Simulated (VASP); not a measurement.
Set up this calculation in VASP 6.6.1, as the native input.

* Task: single point
* Functional: PBE
* Dispersion: D3(BJ)
* Potentials or basis: VASP PAW PBE potentials, release 64 (H, Si, Sb)
* Cutoff: 520 eV
* k mesh: 2 × 2 × 1
* Occupations: gaussian, width 0.05 eV
* Spin: no spin polarisation
* Dipole correction: no
* Further INCAR settings: LREAL = Auto; ALGO = Normal; EDIFF = 1e-06; NBANDS = 56

The structure of Si16SbH7 lies in POSCAR:

```
Si16SbH7
1.0
    7.6791800000      0.0000000000      0.0000000000
    3.8395900000      6.6503650000      0.0000000000
    0.0000000000      0.0000000000     18.8687650000
H Si Sb
7 16 1
Direct
    0.1666666792      0.1666666416      0.0529975862
    0.6666666792      0.1666666416      0.0529975862
    0.1666666416      0.6666667168      0.0529975862
    0.6666666416      0.6666667168      0.0529975862
    0.4686901963     -0.0011632444      0.4167387214
   -0.0010299569      0.4688126140      0.4167752897
    0.5042290726      0.5025513637      0.4165165023
    0.1666666792      0.1666666416      0.1324940981
    0.6666666792      0.1666666416      0.1324940981
    0.1666666416      0.6666667168      0.1324940981
    0.6666666416      0.6666667168      0.1324940981
   -0.1678142629      0.3344778820      0.1704899605
    0.3331787190      0.3332263718      0.1730525024
   -0.1666286889      0.8335759015      0.1751928120
    0.3342538376      0.8322752210      0.1704925574
   -0.1718197173      0.3385089390      0.2933381173
    0.3320656456      0.3318422372      0.2975640430
   -0.1673162403      0.8329476653      0.3025110016
    0.3388658470      0.8275407440      0.2933810983
    0.0091312773      0.0087892920      0.3313408164
    0.4936385542     -0.0007733410      0.3378985853
   -0.0005023186      0.4936473412      0.3379229642
    0.4989134049      0.4981540111      0.3370825277
   -0.0909822012      0.9082812748      0.4409581125
```

One way to write it, as run:

INCAR

```
SYSTEM = Si16SbH7
ALGO = Normal
EDIFF = 1E-6
ENCUT = 520
GGA = PE
ISIF = 2
ISMEAR = 0
IVDW = 12
LASPH = .TRUE.
LCHARG = .FALSE.
LREAL = Auto
LWAVE = .FALSE.
NBANDS = 56
NELM = 60
PREC = Accurate
SIGMA = 0.05
```

KPOINTS

```
k-points
0
G
  2 2 1
  0 0 0
```

Potentials or basis: VASP PAW PBE potentials, release 64 (H, Si, Sb).

Launch:

```console
$ cat potpaw_PBE.64/H/POTCAR potpaw_PBE.64/Si/POTCAR potpaw_PBE.64/Sb/POTCAR > POTCAR
$ mpirun -np 1 vasp_std > vasp.out
```

Results of the run:

```
Largest force              : 0.169 eV/Å
Band gap on the k mesh     : zero (bands 38 and 39 overlap by 0.12 eV)
Dispersion energy per atom : -0.177 eV
```

Caveat: the k points lie up to 0.47 Å⁻¹ apart; spin-orbit coupling is left out, which moves the levels of the heavy elements.

Run time: 4.8 min on 1 thread of Intel(R) Xeon(R) 6975P-C (Granite Rapids) (shared host), peak memory 0.98 GiB.
